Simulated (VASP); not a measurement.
A run of VASP 6.6.1:

The input INCAR:

```
PREC = Accurate ; ENCUT = 520
EDIFF = 1E-6 ; ISMEAR = 1
SIGMA = 0.142 ; LREAL = F
LASPH = T ; NELM = 60
ALGO = Normal ; ISIF = 2
LWAVE = F ; LCHARG = F
GGA = PS ; NBANDS = 35
```

The input KPOINTS:

```
regular mesh
0
Gamma
  12 12 2
```

POSCAR

```
MoS2
1.0
    3.0474000000      0.0000000000      0.0000000000
   -1.5237000000      2.6391258155      0.0000000000
    0.0000000000      0.0000000000     12.3189000000
Mo S
2 4
Direct
    0.3333333333      0.6666666667      0.2500000000
    0.6666666667      0.3333333333      0.7500000000
    0.3333333333      0.6666666667      0.6259932117
    0.6666666667      0.3333333333      0.1259932117
    0.3333333333      0.6666666667      0.8740067883
    0.6666666667      0.3333333333      0.3740067883
```

Potentials or basis: VASP PAW PBE potentials, release 64 (Mo_sv, S).

Command:

```bash
$ cat potpaw_PBE.64/Mo_sv/POTCAR potpaw_PBE.64/S/POTCAR > POTCAR
$ mpirun -np 1 vasp_std > vasp.out
```

Hardware: 1 thread of AMD EPYC 7R13 Processor (Zen 3), on a shared host.

**Question.** How long does it take, and how much memory?

**Answer.** Wall time 93 s on 1 thread of AMD EPYC 7R13 Processor (Zen 3), on a shared host, peak memory 0.24 GiB. Counts: scf iterations 15, k points 38.
